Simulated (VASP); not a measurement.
# NaP3 (P-31m) in VASP: notebook

The runs below take NaP3 through single point, with PBE.

Program: VASP 6.6.1. These are calculated values, not measurements. Logs are shortened: lines on timing, memory, paths and dates and some standing lists are left out, and cuts for length are marked.

## (1) The cell of the first run

Symmetry: P-31m, No. 162, trigonal system. The conventional cell has a = 6.232 Å, b = 6.232 Å, c = 3.661 Å, α = 90.00°, β = 90.00°, γ = 120.00°. Within 3.3 Å of Na (site symmetry 32) lie 12 P at 2.50 to 3.08 Å. P (site symmetry m) has 3 P at 2.26 Å and 4 Na at 2.50 to 3.08 Å within 3.1 Å.

## (2) Single point, PBE

The input, INCAR:

```
SYSTEM = NaP3
PREC     = Accurate       ! precision mode
ENCUT    = 520            ! plane-wave cutoff, eV
EDIFF    = 1E-7           ! SCF threshold, eV
ISMEAR   = 0              ! smearing method
SIGMA    = 0.1            ! smearing width, eV
LREAL    = .False.        ! projectors in reciprocal space
LASPH    = .True.         ! aspherical terms in the spheres
NELM     = 60             ! most SCF steps
ALGO     = Normal         ! electronic algorithm
ISIF     = 2              ! what is computed and relaxed
LWAVE    = .False.        ! write WAVECAR
LCHARG   = .True.         ! write CHGCAR
GGA      = PE             ! functional
LELF     = .True.         ! ELF
LVHAR    = .True.       
NBANDS   = 32             ! bands
```

The input, KPOINTS:

```
Automatic mesh
0
Gamma
  3 3 6
  0 0 0
```

The input, POSCAR:

```
NaP3
1.0
    6.2316398400      0.0000000000      0.0000000000
   -3.1158199200      5.3967584100      0.0000000000
    0.0000000000      0.0000000000      3.6608230200
Na P
2 6
Direct
    0.6666666700      0.3333333300      0.5000000000
    0.3333333300      0.6666666700      0.5000000000
    0.6666666700      0.6666666700      0.1209836300
    0.3333333300      0.0000000000      0.1209836300
    0.0000000000      0.3333333300      0.1209836300
    0.0000000000      0.6666666700      0.8790163700
    0.6666666700      0.0000000000      0.8790163700
    0.3333333300      0.3333333300      0.8790163700
```

Potentials or basis: VASP PAW PBE potentials, release 64 (Na_pv, P).

Command:

```sh
$ cat potpaw_PBE.64/Na_pv/POTCAR potpaw_PBE.64/P/POTCAR > POTCAR
$ mpirun -np 1 vasp_std > vasp.out
```

OUTCAR:

```text
SYSTEM = NaP3
   PREC = Accurate
   ENCUT = 520
   EDIFF = 1E-7
   ISMEAR = 0
   LREAL = .False.
   LASPH = .True.
   NELM = 60
   ISIF = 2
   GGA = PE

 ion  position               nearest neighbor table
   1  0.667  0.333  0.500-   5 2.50   7 2.50   6 2.50   4 2.50   8 2.50   3 2.50
   2  0.333  0.667  0.500-   6 2.50   4 2.50   5 2.50   7 2.50   3 2.50   8 2.50
   3  0.667  0.667  0.121-   6 2.26   7 2.26   8 2.26   2 2.50   1 2.50
   4  0.333  0.000  0.121-   6 2.26   8 2.26   7 2.26   2 2.50   1 2.50
   5  0.000  0.333  0.121-   8 2.26   7 2.26   6 2.26   1 2.50   2 2.50
   6  0.000  0.667  0.879-   3 2.26   4 2.26   5 2.26   2 2.50   1 2.50
   7  0.667  0.000  0.879-   3 2.26   5 2.26   4 2.26   1 2.50   2 2.50
   8  0.333  0.333  0.879-   5 2.26   4 2.26   3 2.26   1 2.50   2 2.50

  LATTYP: Found a hexagonal cell.
 ALAT       =     6.2316398400
 C/A-ratio  =     0.5874574131

  Lattice vectors:

 A1 = (   6.2316398400,   0.0000000000,   0.0000000000)
 A2 = (  -3.1158199200,   5.3967584100,   0.0000000000)
 A3 = (   0.0000000000,   0.0000000000,   3.6608230200)

Analysis of symmetry for initial positions (statically):
=====================================================================
 Subroutine PRICEL returns:
 Original cell was already a primitive cell.

 Routine SETGRP: Setting up the symmetry group for a
 hexagonal supercell.

 Subroutine GETGRP returns: Found 12 space group operations
 (whereof 12 operations were pure point group operations)
 out of a pool of 24 trial point group operations.

The static configuration has the point symmetry D_3d.

Analysis of symmetry for dynamics (positions and initial velocities):
=====================================================================
 Subroutine PRICEL returns:
 Original cell was already a primitive cell.

 Routine SETGRP: Setting up the symmetry group for a
 hexagonal supercell.

 Subroutine GETGRP returns: Found 12 space group operations
 (whereof 12 operations were pure point group operations)
 out of a pool of 24 trial point group operations.

The dynamic configuration has the point symmetry D_3d.

 Subroutine INISYM returns: Found 12 space group operations
 (whereof 12 operations are pure point group operations),
[... 97 lines left out ...]
   EDIFF  = 0.1E-06   stopping-criterion for ELM
   LREAL  =      F    real-space projection
   EDIFFG = 0.1E-05   stopping-criterion for IOM
   NSW    =      0    number of steps for IOM
   IBRION =     -1    ionic relax: 0-MD 1-quasi-New 2-CG
   NFREE  =      0    steps in history (QN), initial steepest desc. (CG)
   ISIF   =      2    stress and relaxation
   ISYM   =      2    0-nonsym 1-usesym 2-fastsym
   POTIM  = 0.5000    time-step for ionic-motion
   TEBEG  =    0.0;   TEEND  =   0.0 temperature during run
   PSTRESS=    0.0 pullay stress
   NELECT =      44.0000    total number of electrons
   NUPDOWN=      -1.0000    fix difference up-down
   EMIN   =  10.00;   EMAX   =-10.00  energy-range for DOS
   EFERMI =   0.00;   METHOD = LEGACY
   ISMEAR =     0;   SIGMA  =   0.10  broadening in eV -4-tet -1-fermi 0-gaus
   EFERMI_NEDOS =   21; number of points for ismear=-14 and -15
   IALGO  =     38    algorithm
   IMIX   =      4    mixing-type and parameters
     AMIX     =   0.40;   BMIX     =  1.00
     AMIX_MAG =   1.60;   BMIX_MAG =  1.00
  volume/ion in A,a.u.               =      15.39       103.85
  Fermi-wavevector in a.u.,A,eV,Ry     =   1.161772  2.195431 18.363987  1.349715
  Thomas-Fermi vector in A             =   2.298341
   LORBIT       =      0    0 simple, 1 ext, 2 COOP (PROOUT), +10 PAW based schemes
   GGA     = PE    functional components
   LHFCALC =     F    Hartree Fock is set to
   AEXX    =    0.0000 exact exchange contribution
   IVDW    =     0    specifies the selected vdW correction
   LEPSILON=     F    determine dielectric tensor
   LRPA    =     F    only Hartree local field effects (RPA)
 non-spin polarized calculation
 Gauss-broadening in eV      SIGMA  =   0.10
  energy-cutoff  :      520.00
  volume of cell :      123.12
 maximum number of plane-waves:      3343
 NGX is ok and might be reduce to    48
   NGX = 23   NGY = 23   NGZ = 13

 number of electron      44.0000001 magnetization

 Free energy of the ion-electron system (eV)
  ---------------------------------------------------
  ext. energy  EPLUGINS =         0.00000000
  ---------------------------------------------------
  free energy    TOTEN  =       -30.99793765 eV

  energy without entropy =      -30.97698022  energy(sigma->0) =      -30.98745893

 E-fermi :   7.6118     XC(G=0): -10.4774

 val. band max:        7.6043965782   @ k =   0.3333  -0.0000   0.0000
 cond. band min:       7.6675663443   @ k =   0.0000   0.0000   0.5000
 fundamental gap:      0.0631697662
 Fermi energy:         7.6117565206

 k-point     1 :       0.0000    0.0000    0.0000
  band No.  band energies     occupation
      1     -16.7292      2.00000
      2     -16.7179      2.00000
      3     -16.7073      2.00000
      4     -16.7073      2.00000
      5     -16.6666      2.00000
      6     -16.6666      2.00000
[... 479 lines left out ...]
     31      14.2276      0.00000
     32      14.2461      0.00000

------------------------ aborting loop because EDIFF is reached ----------------------------------------

  FORCE on cell =-STRESS in cart. coord.  units (eV):
  Direction    XX          YY          ZZ          XY          YZ          ZX
  --------------------------------------------------------------------------------------
  -------------------------------------------------------------------------------------
  Total       12.1669142     12.1669142     22.6686078      0.0000000      0.0000000      0.0000000
  in kB      158.3350161    158.3350162    294.9995651      0.0000000      0.0000000      0.0000000
  external PRESSURE =     203.8898658 kB  Pullay stress =       0.0000000 kB

 VOLUME and BASIS-vectors are now :
 -----------------------------------------------------------------------------
  energy-cutoff  :      520.00
  volume of cell :      123.12
      direct lattice vectors                 reciprocal lattice vectors
     6.231639840  0.000000000  0.000000000     0.160471405  0.092648209  0.000000000
    -3.115819920  5.396758410  0.000000000     0.000000000  0.185296418  0.000000000
     0.000000000  0.000000000  3.660823020     0.000000000  0.000000000  0.273162618

 POSITION                                       TOTAL-FORCE (eV/Angst)
 -----------------------------------------------------------------------------------
      3.11582      1.79892      1.83041         0.000000     -0.000000     -0.000000
     -0.00000      3.59784      1.83041        -0.000000      0.000000     -0.000000
      2.07721      3.59784      0.44290         0.559180      0.968529     -0.220390
      2.07721      0.00000      0.44290        -1.118360      0.000000     -0.220390
     -1.03861      1.79892      0.44290         0.559180     -0.968529     -0.220390
     -2.07721      3.59784      3.21792        -0.559180      0.968529      0.220390
      4.15443      0.00000      3.21792         1.118360     -0.000000      0.220390
      1.03861      1.79892      3.21792        -0.559180     -0.968529      0.220390
 -----------------------------------------------------------------------------------
    total drift:                               -0.000000      0.000000     -0.000000

  FREE ENERGIE OF THE ION-ELECTRON SYSTEM (eV)
  ---------------------------------------------------
  free  energy   TOTEN  =       -30.9979376529 eV

  energy  without entropy=      -30.9769802169  energy(sigma->0) =      -30.98745893
```

It took 89 s on 1 thread of Oxide Virtual Turin-like, shared host; peak memory 0.21 GiB.

What came out:

```yaml
Free_energy: -30.9979 eV
Pressure: 20.4 GPa
Largest_force: 1.140 eV/Å
Band_gap_on_the_k_mesh: zero (bands 22 and 23 overlap by 1.60 eV)
```

Forces on the atoms (eV/Å):
```
Na   0.000  0.000  0.000
Na   0.000  0.000  0.000
P    0.559  0.969 -0.220
P   -1.118  0.000 -0.220
P    0.559 -0.969 -0.220
P   -0.559  0.969  0.220
P    1.118  0.000  0.220
P   -0.559 -0.969  0.220
```

Stress tensor (GPa, compression positive):
```
15.83  0.00  0.00
 0.00 15.83  0.00
 0.00  0.00 29.50
```

Caveat: the k points lie up to 0.39 Å⁻¹ apart, too coarse for converged energies and pressures of a metal; forces of over 1 eV/Å act on the atoms, so gaps and moduli don't describe the material at rest.

[end of part 1 of 2]

The gap in the log of VASP goes by the Fermi energy; the results here count the filled bands.